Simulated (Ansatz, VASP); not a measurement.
# Two plane-wave programs on TiSi2

```
Ti Si
1.0
     3.30603    0.00000    0.00000
     0.00000   12.54735    0.00000
     0.00000    0.00000    3.34228
Ti Si
4 8
Direct
  0.50000 0.60057 0.75000
  0.00000 0.89943 0.25000
  0.00000 0.10057 0.75000
  0.50000 0.39943 0.25000
  0.50000 0.93654 0.75000
  0.00000 0.56346 0.25000
  0.00000 0.75056 0.75000
  0.50000 0.74944 0.25000
  0.00000 0.43654 0.75000
  0.50000 0.06346 0.25000
  0.50000 0.25056 0.75000
  0.00000 0.24944 0.25000
```

Change from the starting cell: equal strain along all axes, cell held, atoms relaxed: -6.0 %.

Alike in both runs: functional PBEsol; k mesh 10 × 4 × 10; occupations gaussian, width 0.1 eV; no spin polarisation.

Ansatz relaxed the structure, and its values are those at the end. VASP's run is a single point on that final structure, the one shown.

|  | VASP | Ansatz |
| --- | --- | --- |
| version | VASP 6.6.1 | Ansatz 0.2.0 |
| potentials or method | VASP PAW PBE potentials, release 64 (Ti_sv, Si), cutoff 520 eV | scalar-relativistic, plane waves, PAW |
| valence electrons in the cell | 80 | 80 |

```csv
,VASP,Ansatz,Ansatz less VASP
gap on the k mesh at the Fermi level (eV),none,none,-
pressure (GPa),39.6,39.4,-0.19
```

VASP's potentials were made for PBE, not for PBEsol. A gap of «none» marks a metal or a gap that the smearing closes. Both programs put the cell under a high pressure, so it lies far from rest at this level. Ansatz's warnings: stress scf threshold loose.
